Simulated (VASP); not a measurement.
GaSb, 2 atoms in the cell. It takes space group F-43m (No. 216, cubic). The conventional cell has a = 6.217 Å, b = 6.217 Å, c = 6.217 Å, α = 90.00°, β = 90.00°, γ = 90.00°. Ga (site symmetry -43m) has 4 Sb at 2.69 Å within 3.5 Å. Sb (site symmetry -43m) has 4 Ga at 2.69 Å within 3.5 Å. 

```yaml
Program: VASP 6.6.1
Task: single point
Functional: PBE
Potentials_or_basis: VASP PAW PBE potentials, release 64 (Ga_d, Sb)
Cutoff: 500 eV
k_mesh: 6 × 6 × 6
Occupations: gaussian, width 0.1 eV
Spin: no spin polarisation
Dipole_correction: no
Further_INCAR_settings: ALGO = Normal; EDIFF = 1e-06; NBANDS = 16
```

Potentials or basis: VASP PAW PBE potentials, release 64 (Ga_d, Sb).

Command:

```sh
$ cat potpaw_PBE.64/Ga_d/POTCAR potpaw_PBE.64/Sb/POTCAR > POTCAR
$ mpirun -np 1 vasp_std > vasp.out
```

Hardware: 1 thread of Intel(R) Xeon(R) Platinum 8375C CPU @ 2.90GHz (Ice Lake), on a shared host.

Question: How long does it take, and how much memory?

Answer: It took 16 s on 1 thread of Intel(R) Xeon(R) Platinum 8375C CPU @ 2.90GHz (Ice Lake), with other jobs on the host, peak memory 0.18 GiB. Counts: scf iterations 13, k points 16.
